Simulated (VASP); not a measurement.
# Ge2Sb (Fm-3m) in VASP: a series of runs

Runs on Ge2Sb. Level: PBE. Tasks: single point, relaxation of cell and atoms.

Everything below comes from runs of VASP 6.6.1. Logs are shortened: lines on timing, memory, paths and dates and some standing lists are left out, and cuts for length are marked.

## Step 1: The cell of the first run

The structure is cubic, space group Fm-3m (No. 225). The conventional cell has a = 6.834 Å, b = 6.834 Å, c = 6.834 Å, α = 90.00°, β = 90.00°, γ = 90.00°. Within 3.9 Å of Ge (site symmetry -43m) lie 4 Sb at 2.96 Å and 6 Ge at 3.42 Å. Within 3.9 Å of Sb (site symmetry m-3m) lie 8 Ge at 2.96 Å.

## Step 2: Single point, PBE

INCAR

```
SYSTEM = Ge2Sb
  ALGO = Normal
  EDIFF = 1E-7
  ENCUT = 520
  GGA = PE
  ISIF = 2
  ISMEAR = 0
  LASPH = .TRUE.
  LCHARG = .FALSE.
  LREAL = .FALSE.
  LWAVE = .FALSE.
  NBANDS = 24
  NELM = 100
  PREC = Accurate
  SIGMA = 0.1
```

KPOINTS

```
k-points
0
G
  6 6 6
  0 0 0
```

POSCAR

```
Ge2Sb
1.0
    0.0000000000      3.4167532338      3.4167532338
    3.4167532338      0.0000000000      3.4167532338
    3.4167532338      3.4167532338      0.0000000000
Ge Sb
2 1
Direct
    0.2500000000      0.2500000000      0.2500000000
    0.7500000000      0.7500000000      0.7500000000
    0.0000000000      0.0000000000      0.0000000000
```

Potentials or basis: VASP PAW PBE potentials, release 64 (Ge_d, Sb).

Run with:

```console
> cat potpaw_PBE.64/Ge_d/POTCAR potpaw_PBE.64/Sb/POTCAR > POTCAR
> mpirun -np 1 vasp_std > vasp.out
```

OUTCAR:

```text
SYSTEM = Ge2Sb
   EDIFF = 1E-7
   ENCUT = 520
   GGA = PE
   ISIF = 2
   ISMEAR = 0
   LASPH = .TRUE.
   LREAL = .FALSE.
   NELM = 100
   PREC = Accurate

 ion  position               nearest neighbor table
   1  0.250  0.250  0.250-   3 2.96   3 2.96   3 2.96   3 2.96
   2  0.750  0.750  0.750-   3 2.96   3 2.96   3 2.96   3 2.96
   3  0.000  0.000  0.000-   2 2.96   2 2.96   2 2.96   1 2.96   2 2.96   1 2.96   1 2.96   1 2.96

  LATTYP: Found a face centered cubic cell.
 ALAT       =     6.8335064676

  Lattice vectors:

 A1 = (   0.0000000000,   3.4167532338,   3.4167532338)
 A2 = (   3.4167532338,   0.0000000000,   3.4167532338)
 A3 = (   3.4167532338,   3.4167532338,   0.0000000000)

Analysis of symmetry for initial positions (statically):
=====================================================================
 Subroutine PRICEL returns:
 Original cell was already a primitive cell.

 Routine SETGRP: Setting up the symmetry group for a
 face centered cubic supercell.

 Subroutine GETGRP returns: Found 48 space group operations
 (whereof 48 operations were pure point group operations)
 out of a pool of 48 trial point group operations.

The static configuration has the point symmetry O_h .

Analysis of symmetry for dynamics (positions and initial velocities):
=====================================================================
 Subroutine PRICEL returns:
 Original cell was already a primitive cell.

 Routine SETGRP: Setting up the symmetry group for a
 face centered cubic supercell.

 Subroutine GETGRP returns: Found 48 space group operations
 (whereof 48 operations were pure point group operations)
 out of a pool of 48 trial point group operations.

The dynamic configuration has the point symmetry O_h .

 Subroutine INISYM returns: Found 48 space group operations
 (whereof 48 operations are pure point group operations),
 and found     1 'primitive' translations

----------------------------------------------------------------------------------------

                                     Primitive cell

  volume of cell :      79.7757

  direct lattice vectors                    reciprocal lattice vectors
     0.000000000  3.416753234  3.416753234    -0.146337756  0.146337756  0.146337756
     3.416753234  0.000000000  3.416753234     0.146337756 -0.146337756  0.146337756
     3.416753234  3.416753234  0.000000000     0.146337756  0.146337756 -0.146337756

[... 73 lines left out ...]
   LASPH  =      T    aspherical Exc in radial PAW
   ENCUT  =  520.0 eV  38.22 Ry    6.18 a.u.   8.98  8.98  8.98*2*pi/ulx,y,z
   NELM   =    100;   NELMIN=  2; NELMDL= -5     # of ELM steps
   EDIFF  = 0.1E-06   stopping-criterion for ELM
   LREAL  =      F    real-space projection
   EDIFFG = 0.1E-05   stopping-criterion for IOM
   NSW    =      0    number of steps for IOM
   IBRION =     -1    ionic relax: 0-MD 1-quasi-New 2-CG
   NFREE  =      0    steps in history (QN), initial steepest desc. (CG)
   ISIF   =      2    stress and relaxation
   ISYM   =      2    0-nonsym 1-usesym 2-fastsym
   POTIM  = 0.5000    time-step for ionic-motion
   TEBEG  =    0.0;   TEEND  =   0.0 temperature during run
   PSTRESS=    0.0 pullay stress
   NELECT =      33.0000    total number of electrons
   NUPDOWN=      -1.0000    fix difference up-down
   EMIN   =  10.00;   EMAX   =-10.00  energy-range for DOS
   EFERMI =   0.00;   METHOD = LEGACY
   ISMEAR =     0;   SIGMA  =   0.10  broadening in eV -4-tet -1-fermi 0-gaus
   EFERMI_NEDOS =   21; number of points for ismear=-14 and -15
   IALGO  =     38    algorithm
   IMIX   =      4    mixing-type and parameters
     AMIX     =   0.40;   BMIX     =  1.00
     AMIX_MAG =   1.60;   BMIX_MAG =  1.00
  volume/ion in A,a.u.               =      26.59       179.45
  Fermi-wavevector in a.u.,A,eV,Ry     =   1.219802  2.305091 20.244325  1.487916
  Thomas-Fermi vector in A             =   2.355041
   LORBIT       =      0    0 simple, 1 ext, 2 COOP (PROOUT), +10 PAW based schemes
   GGA     = PE    functional components
   LHFCALC =     F    Hartree Fock is set to
   AEXX    =    0.0000 exact exchange contribution
   IVDW    =     0    specifies the selected vdW correction
   LEPSILON=     F    determine dielectric tensor
   LRPA    =     F    only Hartree local field effects (RPA)
 non-spin polarized calculation
 Gauss-broadening in eV      SIGMA  =   0.10
  energy-cutoff  :      520.00
  volume of cell :       79.78
 maximum number of plane-waves:      2168
   NGX = 17   NGY = 17   NGZ = 17

 number of electron      33.0000006 magnetization

 Free energy of the ion-electron system (eV)
  ---------------------------------------------------
  ext. energy  EPLUGINS =         0.00000000
  ---------------------------------------------------
  free energy    TOTEN  =       -11.96989298 eV

  energy without entropy =      -11.96302956  energy(sigma->0) =      -11.96646127

 E-fermi :   5.6361     XC(G=0):  -9.6339

 val. band max:        5.6040200899   @ k =   0.1667   0.1667   0.0000
 cond. band min:       5.7479917360   @ k =   0.3333   0.1667   0.0000
 fundamental gap:      0.1439716461
 Fermi energy:         5.6360908340

 k-point     1 :       0.0000    0.0000    0.0000
  band No.  band energies     occupation
      1     -19.3843      2.00000
      2     -19.3843      2.00000
      3     -19.3790      2.00000
      4     -19.3790      2.00000
      5     -19.3790      2.00000
      6     -19.3618      2.00000
[... 421 lines left out ...]
     23      13.0878      0.00000
     24      14.0150      0.00000

------------------------ aborting loop because EDIFF is reached ----------------------------------------

  FORCE on cell =-STRESS in cart. coord.  units (eV):
  Direction    XX          YY          ZZ          XY          YZ          ZX
  --------------------------------------------------------------------------------------
  -------------------------------------------------------------------------------------
  Total        0.0304884      0.0304884      0.0304884     -0.0000000      0.0000000      0.0000000
  in kB        0.6123137      0.6123137      0.6123137     -0.0000000      0.0000000      0.0000000
  external PRESSURE =       0.6123137 kB  Pullay stress =       0.0000000 kB

 VOLUME and BASIS-vectors are now :
 -----------------------------------------------------------------------------
  energy-cutoff  :      520.00
  volume of cell :       79.78
      direct lattice vectors                 reciprocal lattice vectors
     0.000000000  3.416753234  3.416753234    -0.146337756  0.146337756  0.146337756
     3.416753234  0.000000000  3.416753234     0.146337756 -0.146337756  0.146337756
     3.416753234  3.416753234  0.000000000     0.146337756  0.146337756 -0.146337756

 POSITION                                       TOTAL-FORCE (eV/Angst)
 -----------------------------------------------------------------------------------
      1.70838      1.70838      1.70838        -0.000000     -0.000000      0.000000
      5.12513      5.12513      5.12513        -0.000000      0.000000     -0.000000
      0.00000      0.00000      0.00000         0.000000     -0.000000      0.000000
 -----------------------------------------------------------------------------------
    total drift:                                0.000000      0.000000      0.000000

  FREE ENERGIE OF THE ION-ELECTRON SYSTEM (eV)
  ---------------------------------------------------
  free  energy   TOTEN  =       -11.9698929810 eV

  energy  without entropy=      -11.9630295607  energy(sigma->0) =      -11.96646127
```

stdout:

```text
POSCAR found type information on POSCAR GeSb
 POSCAR found :  2 types and       3 ions
 scaLAPACK will be used
 LDA part: xc-table for (Slater+PW92), standard interpolation
 POSCAR, INCAR and KPOINTS ok, starting setup
 FFT: planning ... GRIDC
 FFT: planning ... GRID_SOFT
 FFT: planning ... GRID
 WAVECAR not read
 entering main loop
```

Run time: 28 s. Hardware: 1 thread of Intel Xeon Platinum 8375C at 2.90GHz (Ice Lake), shared host; peak memory 0.21 GiB.

Results:

| Property | Result |
| --- | --- |
| Free energy | -11.9699 eV |
| Pressure | 0.1 GPa |
| Band gap on the k mesh | zero (an odd number of electrons rules out a gap without spin polarisation) |

Caveat: spin-orbit coupling is left out, which moves the levels of the heavy elements.

## Step 3: Relaxation of cell and atoms, PBE

This run uses another cell than the first one, of 20.67 Å³/atom.

INCAR

```
SYSTEM = Ge2Sb
  PREC = Accurate
  ENCUT = 600
  EDIFF = 1E-6
  ISMEAR = 0
  SIGMA = 0.1
  LREAL = .FALSE.
  LASPH = .TRUE.
  NELM = 100
  ALGO = Normal
  ISIF = 3
  LWAVE = .FALSE.
  LCHARG = .FALSE.
  GGA = PE
  IBRION = 2
  NSW = 90
  EDIFFG = -0.04
```

KPOINTS

```
regular mesh
0
G
  6 6 6
  0 0 0
```

POSCAR

```
Ge2Sb
1.0
    0.0000000000      3.1416209660      3.1416209660
    3.1416209660      0.0000000000      3.1416209660
    3.1416209660      3.1416209660      0.0000000000
Ge Sb
2 1
Direct
    0.2500000000      0.2500000000      0.2500000000
    0.7500000000      0.7500000000      0.7500000000
    0.0000000000      0.0000000000      0.0000000000
```

Potentials or basis: VASP PAW PBE potentials, release 64 (Ge_d, Sb).

Run with:

```console
> cat potpaw_PBE.64/Ge_d/POTCAR potpaw_PBE.64/Sb/POTCAR > POTCAR
> mpirun -np 1 vasp_std > vasp.out
```

Wall time 83 s (1 thread of Intel Xeon Platinum 8375C at 2.90GHz (Ice Lake), shared host); peak memory 0.22 GiB.

The run converged. Its results:

```yaml
Free_energy: -11.9683 eV
Relaxed_volume: 26.62 Å³/atom
Relaxed_cell: a = 4.833 Å, b = 4.833 Å, c = 4.833 Å, α = 60.00°, β = 60.00°, γ = 60.00°
Space_group_after_relaxing_to_0.1_Å: Fm-3m (No. 225)
Energy_gained_by_relaxing: 323.9 meV/atom
Ionic_steps: 5
Pressure_after_relaxing: -0.1 GPa
Band_gap_on_the_k_mesh: zero (an odd number of electrons rules out a gap without spin polarisation)
```

The path:
```
step  energy change (eV)  largest force (eV/Å)  pressure (GPa)  volume (Å³)
   1              0.0000                0.0000           21.55        62.01
   2             -0.7939                0.0000           -4.79        90.47
   3             -0.9717                0.0000            0.38        79.71
   4             -0.9712                0.0000           -0.30        80.38
   5             -0.9717                0.0000           -0.06        79.85
```

Final structure:
```cif
data_structure
_symmetry_space_group_name_H-M 'P 1'
_symmetry_Int_Tables_number 1
_cell_length_a 4.8335
_cell_length_b 4.8335
_cell_length_c 4.8335
_cell_angle_alpha 60.000
_cell_angle_beta 60.000
_cell_angle_gamma 60.000
_cell_volume 79.85
loop_
_atom_site_label
_atom_site_type_symbol
_atom_site_fract_x
_atom_site_fract_y
_atom_site_fract_z
_atom_site_occupancy
Ge1 Ge 0.25000 0.25000 0.25000 1
Ge2 Ge 0.75000 0.75000 0.75000 1
Sb1 Sb 0.00000 0.00000 0.00000 1
```

Levels at points of the mesh, in eV from the Fermi level:
| k point | band 14 | band 15 | band 16 | band 17 | band 18 | band 19 |
| --- | --- | --- | --- | --- | --- | --- |
| (0.00, 0.00, 0.00) | -2.00 | -2.00 | -2.00 | -1.58 | -1.58 | -1.58 |
| (0.50, 0.00, 0.00) | -3.25 | -3.25 | -1.34 | -0.78 | -0.78 | 2.67 |
| (0.50, 0.50, 0.00) | -4.61 | -4.61 | -1.56 | 2.29 | 2.76 | 2.76 |

Caveat: the volume moved by over 15 % at a fixed basis, so the end points are rough; spin-orbit coupling is left out, which moves the levels of the heavy elements.

## Step 4: Single point, PBE

This run uses another cell than the first one, of 26.69 Å³/atom.

INCAR

```
SYSTEM = Ge2Sb
ALGO = Normal
EDIFF = 1E-7
ENCUT = 520
GGA = PE
ISIF = 2
ISMEAR = 0
LASPH = .TRUE.
LCHARG = .FALSE.
LREAL = .FALSE.
LWAVE = .FALSE.
NBANDS = 24
NELM = 60
PREC = Accurate
SIGMA = 0.1
```

KPOINTS

```
k-points
0
G
  12 12 12
  0 0 0
```

POSCAR

```
Ge2Sb
1.0
    0.0000000000      3.4210894747      3.4210894747
    3.4210894747      0.0000000000      3.4210894747
    3.4210894747      3.4210894747      0.0000000000
Ge Sb
2 1
Direct
    0.2500000000      0.2500000000      0.2500000000
    0.7500000000      0.7500000000      0.7500000000
    0.0000000000      0.0000000000      0.0000000000
```

Potentials or basis: VASP PAW PBE potentials, release 64 (Ge_d, Sb).

Run with:

```console
> cat potpaw_PBE.64/Ge_d/POTCAR potpaw_PBE.64/Sb/POTCAR > POTCAR
> mpirun -np 1 vasp_std > vasp.out
```

OUTCAR:

```text
SYSTEM = Ge2Sb
   EDIFF = 1E-7
   ENCUT = 520
   GGA = PE
   ISIF = 2
   ISMEAR = 0
   LASPH = .TRUE.
   LREAL = .FALSE.
   NELM = 60
   PREC = Accurate

 ion  position               nearest neighbor table
   1  0.250  0.250  0.250-   3 2.96   3 2.96   3 2.96   3 2.96
   2  0.750  0.750  0.750-   3 2.96   3 2.96   3 2.96   3 2.96
   3  0.000  0.000  0.000-   2 2.96   1 2.96   2 2.96   1 2.96   2 2.96   2 2.96   1 2.96   1 2.96

  LATTYP: Found a face centered cubic cell.
 ALAT       =     6.8421789494

  Lattice vectors:

 A1 = (   0.0000000000,   3.4210894747,   3.4210894747)
 A2 = (   3.4210894747,   0.0000000000,   3.4210894747)
 A3 = (   3.4210894747,   3.4210894747,   0.0000000000)

Analysis of symmetry for initial positions (statically):
=====================================================================
 Subroutine PRICEL returns:
 Original cell was already a primitive cell.

 Routine SETGRP: Setting up the symmetry group for a
 face centered cubic supercell.

 Subroutine GETGRP returns: Found 48 space group operations
 (whereof 48 operations were pure point group operations)
[... 163 lines left out ...]

  energy without entropy =      -11.90779120  energy(sigma->0) =      -11.91261168

 E-fermi :   5.5305     XC(G=0):  -9.6146

 val. band max:        5.5203548553   @ k =  -0.4167   0.1667   0.0000
 cond. band min:       5.5651682145   @ k =  -0.1667   0.0833   0.0000
 fundamental gap:      0.0448133592
 Fermi energy:         5.5304920372

 k-point     1 :       0.0000    0.0000    0.0000
  band No.  band energies     occupation
      1     -19.4118      2.00000
      2     -19.4118      2.00000
      3     -19.4067      2.00000
      4     -19.4067      2.00000
      5     -19.4067      2.00000
      6     -19.3898      2.00000
[... 637 lines left out ...]
     23      12.2402      0.00000
     24      13.3143      0.00000

 [... further k-points ...]

------------------------ aborting loop because EDIFF is reached ----------------------------------------

  FORCE on cell =-STRESS in cart. coord.  units (eV):
  Direction    XX          YY          ZZ          XY          YZ          ZX
  --------------------------------------------------------------------------------------
  -------------------------------------------------------------------------------------
  Total       -0.0227333     -0.0227333     -0.0227333      0.0000000      0.0000000     -0.0000000
  in kB       -0.4548314     -0.4548314     -0.4548314      0.0000000      0.0000000     -0.0000000
  external PRESSURE =      -0.4548314 kB  Pullay stress =       0.0000000 kB

 VOLUME and BASIS-vectors are now :
 -----------------------------------------------------------------------------
  energy-cutoff  :      520.00
  volume of cell :       80.08
      direct lattice vectors                 reciprocal lattice vectors
     0.000000000  3.421089475  3.421089475    -0.146152272  0.146152272  0.146152272
     3.421089475  0.000000000  3.421089475     0.146152272 -0.146152272  0.146152272
     3.421089475  3.421089475  0.000000000     0.146152272  0.146152272 -0.146152272

 POSITION                                       TOTAL-FORCE (eV/Angst)
 -----------------------------------------------------------------------------------
      1.71054      1.71054      1.71054        -0.000000     -0.000000     -0.000000
      5.13163      5.13163      5.13163         0.000000      0.000000      0.000000
      0.00000      0.00000      0.00000        -0.000000     -0.000000     -0.000000
 -----------------------------------------------------------------------------------
    total drift:                                0.000000      0.000000      0.000000

  FREE ENERGIE OF THE ION-ELECTRON SYSTEM (eV)
  ---------------------------------------------------
  free  energy   TOTEN  =       -11.9174321674 eV

  energy  without entropy=      -11.9077912022  energy(sigma->0) =      -11.91261168
```

stdout:

```text
POSCAR found type information on POSCAR GeSb
 POSCAR found :  2 types and       3 ions
 scaLAPACK will be used
 LDA part: xc-table for (Slater+PW92), standard interpolation
 POSCAR, INCAR and KPOINTS ok, starting setup
 FFT: planning ... GRIDC
 FFT: planning ... GRID_SOFT
 FFT: planning ... GRID
 WAVECAR not read
 entering main loop
```

Run time: 1.7 min. Hardware: 1 thread of Intel Xeon Platinum 8375C at 2.90GHz (Ice Lake), shared host; peak memory 0.28 GiB.

What came out:

```
Free energy            : -11.9174 eV
Pressure               : 0.0 GPa
Band gap on the k mesh : zero (an odd number of electrons rules out a gap without spin polarisation)
```

Caveat: spin-orbit coupling is left out, which moves the levels of the heavy elements.

## Step 5: Relaxation of cell and atoms, PBE

INCAR

```
PREC = Accurate ; ENCUT = 600
EDIFF = 1E-6 ; ISMEAR = 0
SIGMA = 0.1 ; LREAL = F
LASPH = T ; NELM = 60
ALGO = Normal ; ISIF = 3
LWAVE = F ; LCHARG = F
GGA = PE ; IBRION = 2
NSW = 100 ; EDIFFG = -0.01
```

KPOINTS

```
regular mesh
0
Gamma
  12 12 12
```

POSCAR

```
Ge2Sb
1.0
    0.0000000000      3.4167532338      3.4167532338
    3.4167532338      0.0000000000      3.4167532338
    3.4167532338      3.4167532338      0.0000000000
Ge Sb
2 1
Direct
    0.2500000000      0.2500000000      0.2500000000
    0.7500000000      0.7500000000      0.7500000000
    0.0000000000      0.0000000000      0.0000000000
```

Run with:

```console
> cat potpaw_PBE.64/Ge_d/POTCAR potpaw_PBE.64/Sb/POTCAR > POTCAR
> mpirun -np 1 vasp_std > vasp.out
```

It took 4.1 min on 1 thread of Intel Xeon Platinum 8375C at 2.90GHz (Ice Lake), shared host; peak memory 0.33 GiB.

It converged, with:

* Free energy: -11.9176 eV
* Relaxed volume: 26.66 Å³/atom
* Relaxed cell: a = 4.836 Å, b = 4.836 Å, c = 4.836 Å, α = 60.00°, β = 60.00°, γ = 60.00°
* Space group after relaxing (to 0.1 Å): Fm-3m (No. 225)
* Energy gained by relaxing: 0.0 meV/atom
* Ionic steps: 3
* Pressure after relaxing: 0.0 GPa
* Band gap on the k mesh: zero (an odd number of electrons rules out a gap without spin polarisation)

Step by step:
| step | energy change (eV) | largest force (eV/Å) | pressure (GPa) | volume (Å³) |
| --- | --- | --- | --- | --- |
| 1 | 0.0000 | 0.0000 | 0.23 | 79.78 |
| 2 | -0.0001 | 0.0000 | -0.08 | 80.21 |
| 3 | -0.0001 | 0.0000 | 0.01 | 79.99 |

Final structure:
```
Ge Sb
1.0
     0.00000    3.41983    3.41983
     3.41983    0.00000    3.41983
     3.41983    3.41983    0.00000
Ge Sb
2 1
Direct
  0.25000 0.25000 0.25000
  0.75000 0.75000 0.75000
  0.00000 0.00000 0.00000
```

Levels at points of the mesh, in eV from the Fermi level:
```tsv
k point	band 12	band 13	band 14	band 15	band 16	band 17	band 18	band 19	band 20
(0.00, 0.00, 0.00)	-6.05	-4.54	-1.93	-1.93	-1.93	-1.50	-1.50	-1.50	2.81
(0.50, 0.00, 0.00)	-9.16	-6.26	-3.18	-3.18	-1.27	-0.70	-0.70	2.73	4.00
(0.50, 0.50, 0.00)	-9.44	-7.47	-4.54	-4.54	-1.48	2.35	2.83	2.83	3.95
```

Caveat: spin-orbit coupling is left out, which moves the levels of the heavy elements.

## Step 6: The runs side by side

| task | cell | k mesh | cutoff (eV) | gap on the mesh (eV) | pressure (GPa) | relaxed volume (Å³/atom) |
| --- | --- | --- | --- | --- | --- | --- |
| single point | a = 4.832 Å, angles 60.0°, 3 atoms | 6 × 6 × 6 | 520 | none | 0.1 | - |
| relaxation of cell and atoms | relaxed from a = 4.443 Å, angles 60.0°, 3 atoms | 6 × 6 × 6 | 600 | none | -0.1 | 26.62 |
| single point | a = 4.838 Å, angles 60.0°, 3 atoms | 12 × 12 × 12 | 520 | none | 0.0 | - |
| relaxation of cell and atoms | relaxed from a = 4.832 Å, angles 60.0°, 3 atoms | 12 × 12 × 12 | 600 | none | 0.0 | 26.66 |

Alike in all rows: level PBE; potentials or basis VASP PAW PBE potentials, release 64 (Ge_d, Sb); no spin polarisation; smearing gaussian 0.1 eV.

Caveats: spin-orbit coupling is left out, which moves the levels of the heavy elements; the volume moved by over 15 % at a fixed basis, so the end points are rough (at least some runs).

Total energies depend on the potentials used, so only differences within one code and one set of settings carry meaning.
